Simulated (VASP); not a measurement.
# HfC18 in VASP: single point with PBE

Aim: the single point of HfC18 with PBE.

Everything below comes from runs of VASP 6.6.1. Logs are shortened: lines on timing, memory, paths and dates and some standing lists are left out, and cuts for length are marked.

### 1 The cell of the first run

The cell holds a slab with vacuum, 19 atoms: a = 7.398 Å, b = 7.398 Å, c = 13.000 Å, α = 90.00°, β = 90.00°, γ = 120.00°.

### 2 Single point, PBE

File INCAR:

```
PREC = Accurate ; ENCUT = 520
EDIFF = 1E-6 ; ISMEAR = -1
SIGMA = 0.05 ; LREAL = F
LASPH = T ; NELM = 120
ALGO = Normal ; ISIF = 2
LWAVE = F ; LCHARG = F
GGA = PE ; NBANDS = 56
GGA_COMPAT = F ; NELMDL = -8
```

File KPOINTS:

```
Automatic mesh
0
Gamma
  2 2 1
```

File POSCAR:

```
HfC18
1.0
    7.3980000000      0.0000000000      0.0000000000
   -3.6990000000      6.4068560000      0.0000000000
    0.0000000000      0.0000000000     13.0000000000
C Hf
18 1
Direct
   -0.0022984012     -0.0063495435      0.0806357081
    0.2188499781      0.1034047218      0.0805475375
   -0.0022507146      0.3245538869      0.0807156563
    0.2188555508      0.4359553559      0.0806442445
   -0.0020072875      0.6594027858      0.0767106060
    0.2208468251      0.7707003359      0.0809128464
    0.3305382592     -0.0081635759      0.0806768778
    0.5516702392      0.1015909140      0.0807825937
    0.3285282579      0.3245230077      0.0807096975
    0.5513721061      0.4358035216      0.0766536834
    0.3305250194      0.6592648643      0.0808283911
    0.5516409693      0.7706939696      0.0808852055
    0.6630703282     -0.0081478443      0.0806287982
    0.8863033634      0.1034229970      0.0804991463
    0.6630157568      0.3242508137      0.0759100464
    0.8862032052      0.4357966046      0.0765212544
    0.6632202813      0.6594452655      0.0765732082
    0.8863047837      0.7709176251      0.0759870125
    0.7746145793      0.5474391945      0.2301009861
```

Potentials or basis: VASP PAW PBE potentials, release 64 (C, Hf_pv).

The run is started by

```sh
$ cat potpaw_PBE.64/C/POTCAR potpaw_PBE.64/Hf_pv/POTCAR > POTCAR
$ mpirun -np 1 vasp_std > vasp.out
```

OUTCAR:

```text
PREC = Accurate
   ENCUT = 520
   EDIFF = 1E-6
   ISMEAR = -1
   LREAL = F
   LASPH = T
   NELM = 120
   ISIF = 2
   GGA = PE
   NELMDL = -8

 ion  position               nearest neighbor table
   1  0.998  0.994  0.081-   2 1.42  14 1.42  18 1.43
   2  0.219  0.103  0.081-   9 1.42   1 1.42   7 1.43
   3  0.998  0.325  0.081-   4 1.42  14 1.42  16 1.43
   4  0.219  0.436  0.081-   9 1.42   3 1.42  11 1.43
   5  0.998  0.659  0.077-   6 1.43  18 1.43  16 1.43  19 2.45
   6  0.221  0.771  0.081-  11 1.42   7 1.42   5 1.43
   7  0.331  0.992  0.081-   8 1.42   6 1.42   2 1.43
   8  0.552  0.102  0.081-   7 1.42  13 1.42  15 1.43
   9  0.329  0.325  0.081-   4 1.42   2 1.42  10 1.43
  10  0.551  0.436  0.077-   9 1.43  15 1.43  17 1.43  19 2.45
  11  0.331  0.659  0.081-   6 1.42  12 1.42   4 1.43
  12  0.552  0.771  0.081-  11 1.42  13 1.42  17 1.43
  13  0.663  0.992  0.081-   8 1.42  12 1.42  14 1.43
  14  0.886  0.103  0.080-   3 1.42   1 1.42  13 1.43
  15  0.663  0.324  0.076-   8 1.43  16 1.43  10 1.43  19 2.46
  16  0.886  0.436  0.077-   3 1.43  15 1.43   5 1.43  19 2.46
  17  0.663  0.659  0.077-  12 1.43  18 1.43  10 1.43  19 2.46
  18  0.886  0.771  0.076-   1 1.43  17 1.43   5 1.43  19 2.46
  19  0.775  0.547  0.230-   5 2.45  10 2.45  16 2.46  17 2.46  15 2.46  18 2.46

  LATTYP: Found a hexagonal cell.
 ALAT       =     7.3980000000
 C/A-ratio  =     1.7572316842

  Lattice vectors:

 A1 = (   7.3980000000,   0.0000000000,   0.0000000000)
 A2 = (  -3.6990000000,   6.4068560000,   0.0000000000)
 A3 = (   0.0000000000,   0.0000000000,  13.0000000000)

Analysis of symmetry for initial positions (statically):
=====================================================================
 Subroutine PRICEL returns:
 Original cell was already a primitive cell.

 Routine SETGRP: Setting up the symmetry group for a
 hexagonal supercell.

 Subroutine GETGRP returns: Found  1 space group operations
 (whereof  1 operations were pure point group operations)
 out of a pool of 24 trial point group operations.

The static configuration has the point symmetry C_1 .

Analysis of symmetry for dynamics (positions and initial velocities):
=====================================================================
 Subroutine PRICEL returns:
 Original cell was already a primitive cell.

 Routine SETGRP: Setting up the symmetry group for a
 hexagonal supercell.

 Subroutine GETGRP returns: Found  1 space group operations
 (whereof  1 operations were pure point group operations)
 out of a pool of 24 trial point group operations.

The dynamic configuration has the point symmetry C_1 .

 Subroutine INISYM returns: Found  1 space group operations
 (whereof  1 operations are pure point group operations),
 and found     1 'primitive' translations

----------------------------------------------------------------------------------------

                                     Primitive cell

  volume of cell :     616.1730

  direct lattice vectors                    reciprocal lattice vectors
     7.398000000  0.000000000  0.000000000     0.135171668  0.078041398  0.000000000
    -3.699000000  6.406856000  0.000000000     0.000000000  0.156082796  0.000000000
     0.000000000  0.000000000 13.000000000     0.000000000  0.000000000  0.076923077

  length of vectors
     7.398000000  7.398000054 13.000000000     0.156082797  0.156082796  0.076923077

  position of ions in fractional coordinates (direct lattice)
     0.997701599  0.993650456  0.080635708
     0.218849978  0.103404722  0.080547538
     0.997749285  0.324553887  0.080715656
     0.218855551  0.435955356  0.080644245
     0.997992713  0.659402786  0.076710606
     0.220846825  0.770700336  0.080912846
[... 11 lines left out ...]
     0.886304784  0.770917625  0.075987013
     0.774614579  0.547439195  0.230100986

  ion indices of the primitive-cell ions
   primitive index   ion index
                 1           1
                 2           2
                 3           3
                 4           4
                 5           5
                 6           6
[... 11 lines left out ...]
                18          18
                19          19

----------------------------------------------------------------------------------------

 KPOINTS: Automatic mesh

Automatic generation of k-mesh.
 Grid dimensions read from file:
 generate k-points for:    2    2    1

 Generating k-lattice:

  Cartesian coordinates                     Fractional coordinates (reciprocal lattice)
     0.067585834  0.039020699  0.000000000     0.500000000 -0.000000000  0.000000000
     0.000000000  0.078041398  0.000000000     0.000000000  0.500000000  0.000000000
     0.000000000  0.000000000  0.076923077     0.000000000  0.000000000  1.000000000

  Length of vectors
     0.078041399  0.078041398  0.076923077

  Shift w.r.t. Gamma in fractional coordinates (k-lattice)
     0.000000000  0.000000000  0.000000000

 Subroutine IBZKPT returns following result:
 ===========================================

 Found      4 irreducible k-points:

 Following reciprocal coordinates:
            Coordinates               Weight
  0.000000  0.000000  0.000000      1.000000
  0.500000  0.000000  0.000000      1.000000
  0.000000  0.500000  0.000000      1.000000
  0.500000  0.500000  0.000000      1.000000
   k-points           NKPTS =      4   k-points in BZ     NKDIM =      4   number of bands    NBANDS=     56
   number of dos      NEDOS =    301   number of ions     NIONS =     19
   total plane-waves  NPLWV = 307328
   dimension x,y,z NGX =    56 NGY =   56 NGZ =   98
   dimension x,y,z NGXF=   112 NGYF=  112 NGZF=  196
   ions per type =              18   1
   NGX,Y,Z   is equivalent  to a cutoff of  12.58, 12.58, 12.53 a.u.
   NGXF,Y,Z  is equivalent  to a cutoff of  25.17, 25.17, 25.06 a.u.
 SYSTEM =  unknown system
   PREC   = accura    normal or accurate (medium, high low for compatibility)
   ISTART =      0    job   : 0-new  1-cont  2-samecut
   ICHARG =      2    charge: 1-file 2-atom 10-const
   ISPIN  =      1    spin polarized calculation?
   LNONCOLLINEAR =      F non collinear calculations
   LSORBIT =      F    spin-orbit coupling
   LASPH  =      T    aspherical Exc in radial PAW
   ENCUT  =  520.0 eV  38.22 Ry    6.18 a.u.  13.76 13.76 24.17*2*pi/ulx,y,z
   NELM   =    120;   NELMIN=  2; NELMDL= -8     # of ELM steps
   EDIFF  = 0.1E-05   stopping-criterion for ELM
   LREAL  =      F    real-space projection
   EDIFFG = 0.1E-04   stopping-criterion for IOM
   NSW    =      0    number of steps for IOM
   IBRION =     -1    ionic relax: 0-MD 1-quasi-New 2-CG
   NFREE  =      0    steps in history (QN), initial steepest desc. (CG)
   ISIF   =      2    stress and relaxation
   ISYM   =      2    0-nonsym 1-usesym 2-fastsym
   POTIM  = 0.5000    time-step for ionic-motion
   TEBEG  =    0.0;   TEEND  =   0.0 temperature during run
   PSTRESS=    0.0 pullay stress
   NELECT =      82.0000    total number of electrons
   NUPDOWN=      -1.0000    fix difference up-down
   EMIN   =  10.00;   EMAX   =-10.00  energy-range for DOS
   EFERMI =   0.00;   METHOD = LEGACY
   ISMEAR =    -1;   SIGMA  =   0.05  broadening in eV -4-tet -1-fermi 0-gaus
   EFERMI_NEDOS =   21; number of points for ismear=-14 and -15
   IALGO  =     38    algorithm
   IMIX   =      4    mixing-type and parameters
     AMIX     =   0.40;   BMIX     =  1.00
     AMIX_MAG =   1.60;   BMIX_MAG =  1.00
  volume/ion in A,a.u.               =      32.43       218.85
  Fermi-wavevector in a.u.,A,eV,Ry     =   0.835818  1.579468  9.504925  0.698592
  Thomas-Fermi vector in A             =   1.949440
   LORBIT       =      0    0 simple, 1 ext, 2 COOP (PROOUT), +10 PAW based schemes
   GGA     = PE    functional components
   LHFCALC =     F    Hartree Fock is set to
   AEXX    =    0.0000 exact exchange contribution
   IVDW    =     0    specifies the selected vdW correction
   LEPSILON=     F    determine dielectric tensor
   LRPA    =     F    only Hartree local field effects (RPA)
 non-spin polarized calculation
  energy-cutoff  :      520.00
  volume of cell :      616.17
 maximum number of plane-waves:     16651
 NGX is ok and might be reduce to    56
   NGX = 27   NGY = 27   NGZ = 49

 number of electron      81.9999998 magnetization

 Free energy of the ion-electron system (eV)
  ---------------------------------------------------
  ext. energy  EPLUGINS =         0.00000000
  ---------------------------------------------------
  free energy    TOTEN  =      -171.30749208 eV

  energy without entropy =     -171.25061694  energy(sigma->0) =     -171.27905451

 E-fermi :  -1.2616     XC(G=0):  -4.1123

 val. band max:       -1.2899841165   @ k =   0.0000   0.5000   0.0000
 cond. band min:      -0.7444604465   @ k =   0.0000   0.5000   0.0000
 fundamental gap:      0.5455236700
 Fermi energy:        -1.2615614059

 k-point     1 :       0.0000    0.0000    0.0000
  band No.  band energies     occupation
      1     -33.9918      2.00000
      2     -33.5261      2.00000
      3     -33.5181      2.00000
      4     -21.2698      2.00000
      5     -18.9246      2.00000
      6     -18.7456      2.00000
[... 45 lines left out ...]
     52       3.3085      0.00000
     53       3.3090      0.00000

 k-point     2 :       0.5000    0.0000    0.0000
  band No.  band energies     occupation
      1     -33.9918      2.00000
      2     -33.5261      2.00000
      3     -33.5181      2.00000
      4     -20.7195      2.00000
      5     -20.5143      2.00000
      6     -19.3387      2.00000
[... 45 lines left out ...]
     52       2.9651      0.00000
     53       3.2838      0.00000

 k-point     3 :       0.0000    0.5000    0.0000
  band No.  band energies     occupation
      1     -33.9918      2.00000
      2     -33.5261      2.00000
      3     -33.5181      2.00000
      4     -20.7155      2.00000
      5     -20.5199      2.00000
      6     -19.3407      2.00000
[... 45 lines left out ...]
     52       2.9640      0.00000
     53       3.3076      0.00000

 k-point     4 :       0.5000    0.5000    0.0000
  band No.  band energies     occupation
      1     -33.9918      2.00000
      2     -33.5261      2.00000
      3     -33.5181      2.00000
      4     -20.7189      2.00000
      5     -20.5152      2.00000
      6     -19.3391      2.00000
[... 45 lines left out ...]
     52       2.9649      0.00000
     53       3.2877      0.00000
 [bands above 53 left out]

------------------------ aborting loop because EDIFF is reached ----------------------------------------

  FORCE on cell =-STRESS in cart. coord.  units (eV):
  Direction    XX          YY          ZZ          XY          YZ          ZX
  --------------------------------------------------------------------------------------
  -------------------------------------------------------------------------------------
  Total        4.4896191      4.4182405     -0.4946014      0.0037939     -0.0005198     -0.0003355
  in kB       11.6739395     11.4883402     -1.2860661      0.0098648     -0.0013517     -0.0008725
  external PRESSURE =       7.2920712 kB  Pullay stress =       0.0000000 kB

 VOLUME and BASIS-vectors are now :
 -----------------------------------------------------------------------------
  energy-cutoff  :      520.00
  volume of cell :      616.17
      direct lattice vectors                 reciprocal lattice vectors
     7.398000000  0.000000000  0.000000000     0.135171668  0.078041398  0.000000000
    -3.699000000  6.406856000  0.000000000     0.000000000  0.156082796  0.000000000
     0.000000000  0.000000000 13.000000000     0.000000000  0.000000000  0.076923077

 POSITION                                       TOTAL-FORCE (eV/Angst)
 -----------------------------------------------------------------------------------
      3.70548      6.36618      1.04826        -0.003334     -0.023025     -0.052801
      1.23656      0.66250      1.04712        -0.021619      0.007818      0.025926
      6.18082      2.07937      1.04930        -0.023499      0.010727     -0.029855
      0.00649      2.79310      1.04838         0.001400     -0.035872      0.032006
      4.94402      4.22470      0.99724         0.054766      0.003384      0.029017
     -1.21700      4.93777      1.05187        -0.030455     -0.014667     -0.024756
[... 11 lines left out ...]
      3.70526      4.93916      0.98783         0.010932      0.066812      0.058470
      3.70562      3.50736      2.99131        -0.000200      0.000344     -0.188363
 -----------------------------------------------------------------------------------
    total drift:                                0.000024     -0.000018      0.000217

  FREE ENERGIE OF THE ION-ELECTRON SYSTEM (eV)
  ---------------------------------------------------
  free  energy   TOTEN  =      -171.3074920828 eV

  energy  without entropy=     -171.2506169363  energy(sigma->0) =     -171.27905451
```

It took 5.9 min on 1 thread of Intel Xeon Platinum 8259CL at 2.50GHz (Skylake/Cascade Lake), shared host; peak memory 0.68 GiB.

What came out:

- Free energy: -171.3075 eV
- Largest force: 0.188 eV/Å
- Band gap on the k mesh: zero (bands 41 and 42 overlap by 0.28 eV)

Forces on the atoms (eV/Å):
```
C   -0.003 -0.023 -0.053
C   -0.022  0.008  0.026
C   -0.023  0.011 -0.030
C    0.001 -0.036  0.032
C    0.055  0.003  0.029
C   -0.030 -0.015 -0.025
C    0.016 -0.017  0.025
C    0.001  0.019 -0.064
C    0.028  0.017 -0.018
C   -0.052  0.004  0.026
C    0.000  0.039  0.016
C    0.028 -0.011 -0.032
C   -0.015 -0.019  0.026
C    0.024  0.005  0.030
C    0.007 -0.041  0.069
C    0.039 -0.003  0.035
C   -0.065 -0.009  0.037
C    0.011  0.067  0.058
Hf   0.000  0.000 -0.188
```

Levels at points of the mesh, in eV from the Fermi level:
```
           k point  band 39  band 40  band 41  band 42  band 43  band 44
(0.00, 0.00, 0.00)    -1.02    -0.90    -0.88    -0.31     0.76     1.36
(0.50, 0.00, 0.00)    -2.82    -0.17    -0.05     0.53     0.59     0.91
(0.00, 0.50, 0.00)    -2.82    -0.17    -0.03     0.52     0.59     0.92
(0.50, 0.50, 0.00)    -2.82    -0.17    -0.05     0.53     0.59     0.91
```

Caveat: the k points lie up to 0.49 Å⁻¹ apart; there is no dipole correction, which matters where the two faces differ; spin-orbit coupling is left out, which moves the levels of the heavy elements.

The gap in the log of VASP goes by the Fermi energy; the results here count the filled bands.